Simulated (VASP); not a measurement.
# Al15SiCN15 (P1) in VASP: further runs, part 2 of 2

VASP 6.6.1.

### Step 3. Single point, PBEsol

Input file INCAR:

```
  ALGO = Normal
  EDIFF = 1E-6
  ENCUT = 700
  GGA = PS
  GGA_COMPAT = False
  ISIF = 2
  ISMEAR = -1
  ISYM = -1
  LASPH = True
  LCHARG = False
  LREAL = Auto
  LWAVE = False
  NBANDS = 246
  NELM = 120
  PREC = Accurate
  SIGMA = 0.05
```

Input file KPOINTS:

```
explicit points
1
Reciprocal
  0.25000000   0.25000000   0.25000000 1
```

Input file POSCAR:

```
Al15SiCN15
1.0
    9.3346440000      0.0000000000      0.0000000000
    0.0000000000     10.7787180000      0.0000000000
    0.0000000000      0.0000000000      9.9747420000
Al Si N C
45 3 45 3
Direct
    0.1648060000      0.0849800000      0.2516860000
    0.1655770000      0.0821940000      0.7505560000
    0.0032690000      0.3301630000      0.2459820000
    0.0015090000      0.3330620000      0.7464780000
    0.5006920000      0.0867250000      0.2502440000
    0.4974820000      0.0831950000      0.7459160000
    0.3361840000      0.3304910000      0.2468650000
    0.3329960000      0.3344390000      0.7528300000
    0.1638410000      0.5839200000      0.2476760000
    0.1673390000      0.5819320000      0.7478180000
    0.0037600000      0.8317040000      0.2504050000
    0.9971620000      0.8355170000      0.7464860000
    0.8332660000      0.0809000000      0.2467350000
    0.8356120000      0.0822420000      0.7486500000
    0.6677650000      0.3309780000      0.2518130000
    0.6659960000      0.3352760000      0.7447830000
    0.5006980000      0.5852860000      0.2505910000
    0.4982520000      0.5821520000      0.7497210000
    0.3333080000      0.8337240000      0.2480320000
    0.3333330000      0.8328870000      0.7461290000
    0.8337240000      0.5814440000      0.2484390000
    0.6682490000      0.8304690000      0.2471090000
    0.6649220000      0.8337470000      0.7463430000
    0.0025390000      0.1662860000      0.5000530000
    0.9976690000      0.1638990000      0.9960950000
    0.3347680000      0.1653860000      0.5005520000
    0.3340430000      0.1673240000      0.0018780000
    0.1675490000      0.4182600000      0.4978530000
    0.1655240000      0.4176060000      0.9985160000
    0.0011870000      0.6676470000      0.4984580000
    0.6695740000      0.1698860000      0.5008230000
    0.6668680000      0.1665550000      0.9980290000
    0.4993650000      0.4191330000      0.4999830000
    0.5014040000      0.4188450000      0.0014760000
    0.3344810000      0.6687400000      0.4976250000
    0.3315990000      0.6666120000      0.9974250000
    0.1666850000      0.9156560000      0.4954340000
    0.1679400000      0.9152820000      0.9958750000
    0.8317290000      0.4162080000      0.4980880000
    0.8326920000      0.4138080000      0.9941810000
    0.6646220000      0.6648430000      0.4981300000
    0.6659660000      0.6644480000      0.0009140000
    0.5020830000      0.9193800000      0.4972710000
    0.5032370000      0.9185110000      0.0009270000
    0.8365330000      0.9161030000      0.9974830000
    0.8329510000      0.5847800000      0.7508940000
    0.0016030000      0.6721440000      0.9950890000
    0.8300560000      0.9184750000      0.4943220000
    0.9990260000      0.1637440000      0.1907070000
    0.0005920000      0.1652010000      0.6906100000
    0.3331550000      0.1658920000      0.1869180000
    0.3320370000      0.1662000000      0.6915420000
    0.1648010000      0.4168760000      0.1883780000
    0.1645890000      0.4163360000      0.6885430000
    0.9973720000      0.6685830000      0.1886800000
    0.0033990000      0.6667380000      0.6878580000
    0.6679930000      0.1659460000      0.1878190000
    0.6644560000      0.1650840000      0.6926630000
    0.5008400000      0.4160840000      0.1900660000
    0.5009870000      0.4173440000      0.6893370000
    0.3371600000      0.6641990000      0.1891480000
    0.1686510000      0.9176030000      0.1919260000
    0.1676630000      0.9135460000      0.6902160000
    0.8320860000      0.4184780000      0.1864540000
    0.8318560000      0.4168520000      0.6903430000
    0.6660450000      0.6652390000      0.1919240000
    0.6670580000      0.6658600000      0.6912350000
    0.5002220000      0.9161650000      0.1925940000
    0.4980600000      0.9179620000      0.6902560000
    0.8381370000      0.9172380000      0.1910780000
    0.8324020000      0.9141760000      0.6916230000
    0.1646410000      0.0801960000      0.4404920000
    0.1664850000      0.0858910000      0.9402690000
    0.9976570000      0.3299130000      0.4392170000
    0.9991690000      0.3329200000      0.9399210000
    0.4987470000      0.0808160000      0.4418930000
    0.4999420000      0.0834710000      0.9391880000
    0.3314900000      0.3347660000      0.4401580000
    0.3331290000      0.3325450000      0.9407780000
    0.1643510000      0.5829210000      0.4380140000
    0.1664840000      0.5807100000      0.9385800000
    0.9995940000      0.8325440000      0.9401990000
    0.8360500000      0.0840630000      0.4382300000
    0.8315390000      0.0791420000      0.9375700000
    0.6606430000      0.3309720000      0.4399500000
    0.6665760000      0.3360750000      0.9388720000
    0.4974720000      0.5842330000      0.4371900000
    0.4993730000      0.5832680000      0.9376530000
    0.3311190000      0.8348700000      0.4388530000
    0.8359280000      0.5839850000      0.4418930000
    0.8333610000      0.5824140000      0.9381440000
    0.6625270000      0.8303500000      0.4375260000
    0.6661630000      0.8338940000      0.9405510000
    0.3352580000      0.6671580000      0.6904940000
    0.0009480000      0.8356510000      0.4391150000
    0.3330610000      0.8348840000      0.9355920000
```

Potentials or basis: VASP PAW PBE potentials, release 64 (Al, Si, N, C).

Run with:

```sh
cat potpaw_PBE.64/Al/POTCAR potpaw_PBE.64/Si/POTCAR potpaw_PBE.64/N/POTCAR potpaw_PBE.64/C/POTCAR > POTCAR
mpirun -np 1 vasp_std > vasp.out
```

Wall time 10 min (1 thread of Intel Xeon 6975P-C (Granite Rapids), shared host); peak memory 1.5 GiB.

It converged, with:

```
Free energy            : -744.1450 eV
Pressure               : 0.7 GPa
Largest force          : 4.184 eV/Å
Band gap on the k mesh : 2.16 eV
```

Forces in eV/Å, atoms in the order of the input:
```
Al   0.415 -1.026 -0.350
Al   0.726 -0.781 -0.049
Al  -0.662  0.337  0.172
Al   0.444 -0.444  0.508
Al  -0.228 -1.187 -0.247
Al  -0.172 -0.462  0.999
Al  -0.490  0.707  0.344
Al   0.066 -0.134 -0.681
Al   1.309 -0.255  0.408
Al   1.477  0.421 -0.623
Al   0.120  1.508 -0.256
Al   1.982 -0.206 -0.834
Al   0.144  0.121 -0.255
Al  -0.701  0.343  0.106
Al  -0.235  0.475 -0.887
Al  -1.002 -0.881  0.989
Al  -0.521 -0.758 -0.351
Al  -0.985  0.261  0.119
Al   0.033 -0.063 -0.520
Al  -0.053 -0.171  0.686
Al  -0.458  0.078  0.683
Al  -0.203  0.976 -0.613
Al  -1.336  0.443  1.149
Al   0.583 -0.317  0.025
Al   0.517  0.166  0.424
Al  -0.711  0.236  0.047
Al  -0.001 -0.768 -0.966
Al  -0.179  0.018 -0.013
Al   0.148 -0.999  0.299
Al   0.320 -0.023 -0.351
Al  -1.028 -0.997  0.230
Al  -0.528 -0.071 -0.435
Al  -0.899  0.051 -0.077
Al  -0.343 -0.092 -0.351
Al  -0.707  0.056  0.780
Al   0.977  1.511 -0.432
Al   0.672  0.176  1.202
Al   1.648  0.722  0.867
Al   0.204  0.114 -0.761
Al   0.136 -0.718  1.103
Al   0.085 -0.400 -0.209
Al  -1.693  1.211  0.024
Al  -1.575 -0.952  0.620
Al  -1.632 -0.575 -0.264
Al  -1.509 -0.020  0.938
Si   0.281  0.247 -1.528
Si   1.126 -0.781  0.920
Si   1.660 -1.236 -0.038
N   -0.232  0.523 -0.477
N   -0.600  0.394 -0.227
N   -0.009  0.202  1.028
N   -0.109  0.527 -0.279
N    0.320 -0.129 -0.012
N   -0.252 -0.496  0.230
N   -0.014 -0.613 -3.212
N   -3.340 -1.449  2.061
N    0.177  0.214  0.450
N    1.125  0.569 -0.681
N    0.321 -0.073  0.290
N    0.323 -0.654 -0.069
N   -1.071 -0.225  0.362
N   -0.807  0.162 -0.516
N   -1.354  1.469 -0.375
N    0.355 -0.455  0.138
N    0.380  2.398  0.595
N    0.894 -0.139 -0.475
N    2.723 -1.250  0.499
N    1.085  0.571  0.485
N    1.478  0.374 -1.282
N   -0.712 -0.588 -0.750
N   -0.690  0.747 -2.134
N    0.660  1.443  0.047
N   -0.785  0.089  0.015
N   -0.122  0.498  0.080
N   -0.186  0.087 -0.490
N    0.924  1.365 -0.403
N    0.563  0.970  0.056
N    0.450 -0.531 -0.259
N   -0.003  0.679  0.271
N   -0.199 -0.191 -0.629
N   -3.207  1.116  1.066
N   -0.784 -2.330 -0.070
N   -1.166 -1.559  0.990
N    0.446  0.515  0.048
N    1.113  0.640  0.283
N    0.216 -0.348 -0.444
N    1.213 -0.233 -0.011
N    1.118 -0.905  0.965
N    1.140  0.118 -0.589
N   -0.795 -0.686 -0.245
N    1.884  1.311 -1.372
N    2.010  1.444  1.064
N    1.644 -0.717 -0.282
C   -0.391 -1.025 -0.906
C   -3.327  0.402  1.160
C    0.371 -0.086  1.455
```

Stress tensor (GPa, compression positive):
```
 0.41 -0.43 -0.08
-0.43  0.99 -0.09
-0.08 -0.09  0.61
```

Levels at points of the mesh, in eV from the valence-band top:
| k point | band 189 | band 190 | band 191 | band 192 | band 193 | band 194 | band 195 | band 196 |
| --- | --- | --- | --- | --- | --- | --- | --- | --- |
| (0.25, 0.25, 0.25) | -0.99 | -0.83 | -0.63 | 0.00 | 2.16 | 2.36 | 2.52 | 2.61 |

Caveat: the PAW data sets were made with another functional, which shifts forces and pressure a little; a shifted mesh leaves out Γ, where band edges can lie.

### Step 4. Single point, PBEsol

Input file INCAR:

```
SYSTEM = Al15SiCN15
PREC = Accurate ; ENCUT = 700
EDIFF = 1E-6 ; ISMEAR = -1
SIGMA = 0.05 ; LREAL = Auto
LASPH = .True. ; NELM = 120
ALGO = Normal ; ISIF = 2
LWAVE = .False. ; LCHARG = .False.
GGA = PS ; ISYM = -1
NBANDS = 246 ; GGA_COMPAT = .False.
```

KPOINTS is that of step 3.

Input file POSCAR:

```
Al15SiCN15
1.0
    9.3479125005      0.0000000000      0.0000000000
    0.0000000000     10.7856129907      0.0000000000
    0.0000000000      0.0000000000      9.9736122324
Al Si N C
45 3 45 3
Direct
    0.1664180000      0.0829310000      0.2498340000
    0.1661140000      0.0838640000      0.7495470000
    0.9990410000      0.3326920000      0.2504990000
    0.0003530000      0.3327020000      0.7500660000
    0.5003530000      0.0842370000      0.2495720000
    0.5002990000      0.0835770000      0.7497710000
    0.3332260000      0.3325220000      0.2495280000
    0.3333270000      0.3341710000      0.7484790000
    0.1669070000      0.5818270000      0.2449350000
    0.1677660000      0.5814990000      0.7481680000
    0.9987520000      0.8350700000      0.2491630000
    0.0024860000      0.8314190000      0.7394820000
    0.8330350000      0.0806090000      0.2491990000
    0.8328920000      0.0836520000      0.7485090000
    0.6672150000      0.3332230000      0.2501330000
    0.6653270000      0.3335640000      0.7507720000
    0.5001930000      0.5827840000      0.2470490000
    0.4974320000      0.5814090000      0.7500440000
    0.3333480000      0.8337140000      0.2377760000
    0.3337300000      0.8340830000      0.7523390000
    0.8325910000      0.5838400000      0.2476910000
    0.6690900000      0.8347510000      0.2496110000
    0.6635030000      0.8337300000      0.7479290000
    0.0006820000      0.1636490000      0.4996170000
    0.9987380000      0.1660780000      0.0006620000
    0.3333930000      0.1680700000      0.5000800000
    0.3327320000      0.1654670000      0.9982950000
    0.1661230000      0.4168680000      0.4987730000
    0.1642110000      0.4142380000      0.0002130000
    0.9989340000      0.6638960000      0.4978600000
    0.6646410000      0.1658630000      0.5007110000
    0.6688660000      0.1665370000      0.0000030000
    0.5002060000      0.4185480000      0.4990840000
    0.5004970000      0.4145150000      0.0005840000
    0.3321780000      0.6679180000      0.4955390000
    0.3344070000      0.6675290000      0.9948740000
    0.1688810000      0.9165490000      0.4972910000
    0.1677620000      0.9172090000      0.9986950000
    0.8328210000      0.4167610000      0.4983150000
    0.8342640000      0.4155240000      0.9997840000
    0.6693170000      0.6655580000      0.4982620000
    0.6631620000      0.6701250000      0.9984320000
    0.4971710000      0.9177510000      0.4968810000
    0.5016440000      0.9190670000      0.0003670000
    0.8332070000      0.9148200000      0.9977850000
    0.8346370000      0.5835790000      0.7494610000
    0.0017210000      0.6677650000      0.9954210000
    0.8341540000      0.9146540000      0.5006110000
    0.9978140000      0.1665630000      0.1921330000
    0.9972850000      0.1677030000      0.6895420000
    0.3331410000      0.1663630000      0.1894140000
    0.3333880000      0.1673190000      0.6910270000
    0.1652420000      0.4143090000      0.1896660000
    0.1637780000      0.4140020000      0.6901150000
    0.9977070000      0.6661920000      0.1734040000
    0.9889390000      0.6578710000      0.6931940000
    0.6689230000      0.1671220000      0.1913790000
    0.6686160000      0.1684530000      0.6905780000
    0.5007640000      0.4147790000      0.1908840000
    0.5023370000      0.4142510000      0.6896080000
    0.3330050000      0.6623400000      0.1887090000
    0.1620740000      0.9184250000      0.1893580000
    0.1653140000      0.9202500000      0.6888080000
    0.8335130000      0.4181140000      0.1888370000
    0.8328120000      0.4267770000      0.6950360000
    0.6682510000      0.6680070000      0.1884090000
    0.6793060000      0.6606550000      0.6940580000
    0.5059060000      0.9187400000      0.1932580000
    0.5029560000      0.9195480000      0.6858160000
    0.8329500000      0.9165800000      0.1858870000
    0.8310360000      0.9167810000      0.6822940000
    0.1681860000      0.0859250000      0.4400180000
    0.1627300000      0.0858330000      0.9399990000
    0.9973140000      0.3311590000      0.4417590000
    0.9977650000      0.3326010000      0.9400660000
    0.4995720000      0.0853610000      0.4400050000
    0.5032350000      0.0876120000      0.9402760000
    0.3336200000      0.3348260000      0.4403780000
    0.3319940000      0.3346730000      0.9399670000
    0.1624010000      0.5811080000      0.4336820000
    0.1528480000      0.5833970000      0.9437580000
    0.9967660000      0.8227640000      0.9365740000
    0.8302000000      0.0740080000      0.4441500000
    0.8346270000      0.0808620000      0.9385920000
    0.6681090000      0.3322280000      0.4414810000
    0.6693370000      0.3338980000      0.9406610000
    0.5044640000      0.5844470000      0.4365950000
    0.5045490000      0.5786360000      0.9419840000
    0.3352360000      0.8348090000      0.4307990000
    0.8328910000      0.5806180000      0.4369550000
    0.8414360000      0.5877800000      0.9326610000
    0.6737220000      0.8373690000      0.4450110000
    0.6699390000      0.8339740000      0.9367160000
    0.3325250000      0.6659780000      0.6876450000
    0.9912380000      0.8347960000      0.4444690000
    0.3351960000      0.8360270000      0.9456100000
```

Run with:

```sh
cat potpaw_PBE.64/Al/POTCAR potpaw_PBE.64/Si/POTCAR potpaw_PBE.64/N/POTCAR potpaw_PBE.64/C/POTCAR > POTCAR
mpirun -np 1 vasp_std > vasp.out
```

Wall time 9.3 min (1 thread of Intel Xeon 6975P-C (Granite Rapids), shared host); peak memory 1.5 GiB.

Results (log left out):

* Free energy: -748.1867 eV
* Pressure: -0.1 GPa
* Largest force: 0.040 eV/Å
* Band gap on the k mesh: 3.44 eV

Forces on the atoms (eV/Å):
```
Al   0.000  0.001  0.001
Al   0.002  0.006 -0.001
Al   0.002  0.002 -0.001
Al  -0.005 -0.002 -0.004
Al   0.000  0.001 -0.001
Al  -0.002  0.002 -0.001
Al  -0.002  0.005  0.001
Al   0.000  0.004  0.000
Al  -0.007  0.003 -0.002
Al  -0.016 -0.003  0.006
Al  -0.002 -0.011 -0.004
Al  -0.005 -0.007  0.000
Al  -0.002  0.001  0.006
Al   0.000 -0.009 -0.001
Al   0.000  0.003  0.000
Al   0.005 -0.001 -0.002
Al   0.001  0.002 -0.004
Al   0.014 -0.004  0.001
Al   0.001 -0.002 -0.006
Al   0.001  0.011 -0.010
Al   0.006  0.001  0.004
Al  -0.001 -0.004  0.006
Al   0.006 -0.005 -0.002
Al  -0.004  0.001 -0.001
Al  -0.004  0.010  0.003
Al   0.000  0.003 -0.001
Al   0.001  0.007 -0.001
Al  -0.001 -0.004  0.001
Al   0.002  0.001 -0.003
Al  -0.001 -0.006  0.006
Al   0.007  0.005 -0.006
Al   0.000  0.005  0.002
Al   0.001  0.000  0.000
Al  -0.002 -0.007 -0.002
Al  -0.002 -0.004 -0.014
Al  -0.004 -0.018  0.000
Al   0.007  0.004  0.000
Al  -0.017  0.006  0.001
Al   0.001  0.000  0.009
Al   0.002  0.008 -0.001
Al   0.002  0.004  0.006
Al   0.000 -0.004 -0.003
Al   0.002 -0.003 -0.003
Al   0.011  0.005  0.002
Al   0.003  0.006 -0.002
Si  -0.003 -0.002  0.005
Si  -0.011 -0.005  0.004
Si  -0.001  0.002 -0.004
N    0.003 -0.002 -0.003
N    0.000 -0.006  0.002
N    0.000 -0.001  0.001
N    0.000 -0.003  0.001
N    0.000  0.000  0.002
N    0.006  0.005  0.000
N    0.002  0.003  0.033
N    0.031  0.012 -0.013
N   -0.003 -0.001 -0.001
N   -0.004 -0.006  0.000
N    0.001  0.001  0.000
N   -0.004  0.005  0.001
N   -0.001  0.007 -0.006
N    0.001 -0.003 -0.004
N    0.011 -0.004  0.000
N   -0.001 -0.003  0.003
N   -0.002 -0.029 -0.007
N   -0.002  0.000  0.001
N   -0.030  0.013 -0.009
N   -0.004  0.000 -0.004
N   -0.009 -0.001  0.004
N    0.004 -0.001  0.002
N    0.000  0.005  0.018
N    0.003 -0.006 -0.001
N    0.001 -0.006  0.001
N    0.003  0.001  0.000
N    0.004 -0.004  0.002
N   -0.001 -0.004 -0.001
N   -0.001 -0.005  0.000
N    0.001 -0.006  0.000
N    0.003 -0.006  0.002
N    0.004  0.007  0.007
N    0.034 -0.014 -0.015
N    0.002  0.035 -0.010
N    0.000  0.018 -0.004
N    0.002  0.003  0.003
N   -0.003 -0.001 -0.001
N   -0.003 -0.001  0.003
N   -0.008  0.002  0.002
N   -0.003  0.004 -0.003
N   -0.004 -0.005  0.002
N    0.006  0.005  0.003
N   -0.010 -0.008  0.015
N   -0.020 -0.006 -0.008
N   -0.010  0.002  0.001
C   -0.002  0.008  0.003
C    0.017 -0.011 -0.001
C    0.002 -0.002 -0.004
```

Stress tensor (GPa, compression positive):
```
-0.11  0.09 -0.15
 0.09 -0.12  0.08
-0.15  0.08 -0.13
```

Levels at points of the mesh, in eV from the valence-band top:
```csv
k point,band 189,band 190,band 191,band 192,band 193,band 194,band 195,band 196
"(0.25, 0.25, 0.25)",-0.75,-0.69,-0.54,0.00,3.44,3.59,3.70,3.77
```

Caveat: the PAW data sets were made with another functional, which shifts forces and pressure a little; a shifted mesh leaves out Γ, where band edges can lie. A k mesh can miss the band edges.

### Step 5. The runs side by side

| level | cell | k mesh | cutoff (eV) | grid for exact exchange (PRECFOCK) | share of exact exchange | screening parameter | gap on the mesh (eV) | pressure (GPa) | largest force (eV/Å) |
| --- | --- | --- | --- | --- | --- | --- | --- | --- | --- |
| HSE06 | a = 9.348, b = 10.786, c = 9.974 Å, 96 atoms, atomic positions A | 1 × 1 × 1 | 520 | Fast | 0.25 | 0.2079 1/Å | 4.00 | -2.1 | 0.21 |
| PBEsol | a = 9.335, b = 10.779, c = 9.975 Å, 96 atoms, atomic positions B | 1 × 1 × 1, shifted | 700 | - | - | - | 2.16 | 0.7 | 4.18 |
| PBEsol | a = 9.348, b = 10.786, c = 9.974 Å, 96 atoms, atomic positions A | 1 × 1 × 1, shifted | 700 | - | - | - | 3.44 | -0.1 | 0.04 |

Alike in all rows: task single point; potentials or basis VASP PAW PBE potentials, release 64 (Al, Si, N, C); no spin polarisation; smearing fermi-dirac 0.05 eV.

Caveats: some runs use coarse meshes; the PAW data sets were made with another functional, which shifts forces and pressure a little; a shifted mesh leaves out Γ, where band edges can lie (at least some runs).

Total energies depend on the potentials used, so only differences within one code and one set of settings carry meaning.
